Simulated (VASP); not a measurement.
Set up this calculation in VASP 6.6.1, as the native input.

```yaml
Task: single point
Functional: PBE
Potentials_or_basis: VASP PAW PBE potentials, release 64 (Zn, Sn_d, N)
Cutoff: 520 eV
k_mesh: 18 × 18 × 6
Occupations: gaussian, width 0.1 eV
Spin: no spin polarisation
Dipole_correction: no
Further_INCAR_settings: ALGO = Normal; EDIFF = 1e-06; NBANDS = 30
```

The structure of Zn2SnN lies in POSCAR:

```
Zn2SnN
1.0
    3.1716270945      0.0000000000      0.0000000000
   -1.5858135472      2.7467096351      0.0000000000
    0.0000000000      0.0000000000      7.2948541126
Zn Sn N
2 1 1
Direct
    0.3333333333      0.6666666667      0.6626842286
    0.3333333333      0.6666666667      0.3373157714
    0.0000000000      0.0000000000      0.0000000000
    0.6666666667      0.3333333333      0.5000000000
```

One way to write it, as run:

INCAR

```
ALGO = Normal
EDIFF = 1E-6
ENCUT = 520
GGA = PE
ISIF = 2
ISMEAR = 0
LASPH = T
LCHARG = F
LREAL = F
LWAVE = F
NBANDS = 30
NELM = 80
PREC = Accurate
SIGMA = 0.1
```

KPOINTS

```
k-points
0
Gamma
  18 18 6
```

Potentials or basis: VASP PAW PBE potentials, release 64 (Zn, Sn_d, N).

Run with:

```console
$ cat potpaw_PBE.64/Zn/POTCAR potpaw_PBE.64/Sn_d/POTCAR potpaw_PBE.64/N/POTCAR > POTCAR
$ mpirun -np 1 vasp_std > vasp.out
```

Results of the run:

- Pressure: 0.3 GPa
- Largest force: 0.047 eV/Å

Run time: 5 min on 1 thread of Oxide Virtual Turin-like Processor (shared host), peak memory 0.35 GiB.
